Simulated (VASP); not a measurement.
Crystal: RuAu.

```
Ru Au
1.0
     3.16481    0.00000    0.00000
     0.00000    3.16481    0.00000
     0.00000    0.00000    3.16481
Ru Au
1 1
Direct
  0.00000 0.00000 0.00000
  0.50000 0.50000 0.50000
```

```yaml
Program: VASP 6.6.1
Task: relaxation of cell and atoms
Functional: PBEsol-based global hybrid with 25 % exact exchange
Potentials_or_basis: VASP PAW PBE potentials, release 64 (Ru_pv, Au)
Cutoff: 600 eV
k_mesh: 4 × 4 × 4
Occupations: fermi-dirac, width 0.05 eV
Spin: no spin polarisation
```

At the start: pressure -13.4 GPa; volume 15.85 Å³/atom.

Task: Where does the relaxation end?

Result: Over 5 steps the energy falls by 40.8 meV/atom and the volume is 14.93 Å³/atom (-5.8 %); space group Pm-3m (No. 221, to 0.1 Å) before and after.

Step by step:
```csv
step,energy change (eV),largest force (eV/Å),pressure (GPa),volume (Å³)
1,0.0000,0.0000,-13.42,31.70
2,0.4753,0.0000,49.94,25.99
3,-0.0806,0.0000,-1.62,30.06
4,-0.0816,0.0000,-0.37,29.90
5,-0.0816,0.0000,0.08,29.86
```

Final structure:
```yaml
crystal:
  lattice:
    - [3.10227, 0.00000, 0.00000]
    - [0.00000, 3.10227, 0.00000]
    - [0.00000, 0.00000, 3.10227]
  atoms:
    - { symbol: Ru, position: [0.00000, 0.00000, 0.00000] }
    - { symbol: Au, position: [0.50000, 0.50000, 0.50000] }
```

Caveat: the k points lie up to 0.51 Å⁻¹ apart in the final cell, too coarse for converged energies and pressures of a metal; the PAW data sets were made with another functional, which shifts forces and pressure a little.
